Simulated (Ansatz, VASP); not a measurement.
# ZrO2: VASP beside Ansatz

```
Zr O
1.0
     0.00000    2.37451    2.37451
     2.37451    0.00000    2.37451
     2.37451    2.37451    0.00000
Zr O
1 2
Direct
  0.00000 0.00000 0.00000
  0.25000 0.25000 0.25000
  0.75000 0.75000 0.75000
```

Alike in both runs: task single point; functional PBE; k mesh 8 × 8 × 8; occupations gaussian, width 0.05 eV; no spin polarisation.

|  | VASP | Ansatz |
| --- | --- | --- |
| version | VASP 6.6.1 | Ansatz 0.2.0 |
| potentials or method | VASP PAW PBE potentials, release 64 (Zr_sv, O), cutoff 600 eV | scalar-relativistic, plane waves, PAW |
| valence electrons in the cell | 24 | 24 |

Ansatz gave:

```
gap on the k mesh at the Fermi level (eV) : 3.89
least direct gap on the mesh (eV)         : 4.50
```

Problem. Estimate VASP's values.

Solution. gap on the k mesh at the Fermi level (eV): 3.88; least direct gap on the mesh (eV): 4.49.
